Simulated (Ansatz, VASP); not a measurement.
# SiGeTe2S2 in VASP and in Ansatz

File INCAR:

```
SYSTEM = SiGeTe2S2
ALGO     = Normal         ! electronic algorithm
EDIFF    = 1E-6           ! SCF threshold, eV
ENCUT    = 520            ! plane-wave cutoff, eV
GGA      = PE             ! functional
ISIF     = 2              ! what is computed and relaxed
ISMEAR   = 0              ! smearing method
LASPH    = .TRUE.         ! aspherical terms in the spheres
LCHARG   = .FALSE.        ! write CHGCAR
LREAL    = .FALSE.        ! projectors in reciprocal space
LWAVE    = .FALSE.        ! write WAVECAR
NBANDS   = 30             ! bands
NELM     = 60             ! most SCF steps
PREC     = Accurate       ! precision mode
SIGMA    = 0.1            ! smearing width, eV
```

Contents of KPOINTS:

```
k-points
0
G
  4 4 4
  0 0 0
```

POSCAR

```
SiGeTe2S2
1.0
   -3.0228218600      3.0228218600      4.6233092700
    3.0228218600     -3.0228218600      4.6233092700
    3.0228218600      3.0228218600     -4.6233092700
Si Ge Te S
1 1 2 2
Direct
    0.5000000000      0.5000000000      0.0000000000
    0.0000000000      0.0000000000      0.0000000000
    0.7036286000      0.7036286000      0.0000000000
    0.2963714000      0.2963714000      0.0000000000
    0.5000000000      0.0000000000      0.5000000000
    0.0000000000      0.5000000000      0.5000000000
```

Input for Ansatz:

```yaml
crystal:
  lattice:
    - [-3.02282186, 3.02282186, 4.62330927]
    - [3.02282186, -3.02282186, 4.62330927]
    - [3.02282186, 3.02282186, -4.62330927]
  atoms:
    - { symbol: Si, position: [0.5, 0.5, 0.0] }
    - { symbol: Ge, position: [0.0, 0.0, 0.0] }
    - { symbol: Te, position: [0.7036286, 0.7036286, 0.0] }
    - { symbol: Te, position: [0.2963714, 0.2963714, 0.0] }
    - { symbol: S, position: [0.5, 0.0, 0.5] }
    - { symbol: S, position: [0.0, 0.5, 0.5] }
basis:
  ecutwfc: 420
kpoints:
  mp_grid: { grid: [4, 4, 4] }
hamiltonian:
  xc: pbe
scf:
  occupations: { method: gaussian, width: 0.1 }
  lower_state_search: "off"
output:
  forces: true
  stress: true
  eigenvalues: true
```

Alike in both runs: task single point; functional PBE; k mesh 4 × 4 × 4; occupations gaussian, width 0.1 eV; no spin polarisation.

|  | VASP | Ansatz |
| --- | --- | --- |
| version | VASP 6.6.1 | Ansatz 0.2.0 |
| potentials or method | VASP PAW PBE potentials, release 64 (Si, Ge_d, Te, S), cutoff 520 eV | scalar-relativistic, plane waves, PAW |
| valence electrons in the cell | 42 | 62 |

```csv
,VASP,Ansatz,Ansatz less VASP
gap on the k mesh at the Fermi level (eV),none,none,-
pressure (GPa),20.3,20.1,-0.22
"traceless stress, the component that is largest in VASP (GPa)",51.58,51.11,-0.469
rms of the force components (eV/Å),5.839,5.766,-0.0734
```

Atom by atom the forces differ by 0.073 eV/Å (rms over components). A gap of «none» marks a metal or a gap that the smearing closes. VASP's potentials hold 42 valence electrons a cell and Ansatz's 62, so a difference there can come from the potentials and not from the codes.

The k mesh is coarse, so the values compare programs but aren't converged. Neither program's run includes spin-orbit coupling.
